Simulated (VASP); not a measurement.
Input of a VASP 6.6.1 run:

Contents of INCAR:

```
SYSTEM = AlRu
PREC = Accurate
ENCUT = 520
EDIFF = 1E-6
ISMEAR = 0
SIGMA = 0.1
LREAL = .False.
LASPH = .True.
NELM = 100
ALGO = Fast
ISIF = 2
LWAVE = .False.
LCHARG = .True.
GGA = PE
LELF = .True.
LVHAR = .True.
NBANDS = 16
```

KPOINTS

```
Automatic mesh
0
Gamma
  14 14 14
  0 0 0
```

The input POSCAR:

```
AlRu
1.0
    2.9591142016      0.0000000000      0.0000000000
    0.0000000000      2.9591142016      0.0000000000
    0.0000000000      0.0000000000      2.9591142016
Al Ru
1 1
Direct
    0.0000000000      0.0000000000      0.0000000000
    0.5000000000      0.5000000000      0.5000000000
```

Potentials or basis: VASP PAW PBE potentials, release 64 (Al, Ru_pv).

Launch:

```bash
$ cat potpaw_PBE.64/Al/POTCAR potpaw_PBE.64/Ru_pv/POTCAR > POTCAR
$ mpirun -np 1 vasp_std > vasp.out
```

Question: Predict the pressure.

Answer: 10.1 GPa.

Question: Estimate the band gap on the k mesh.

Answer: Zero (an odd number of electrons rules out a gap without spin polarisation).

Caveat: the cell differs from its parent crystal (equal strain along all axes, cell held: -1.5 %); the cell stands under pressure.
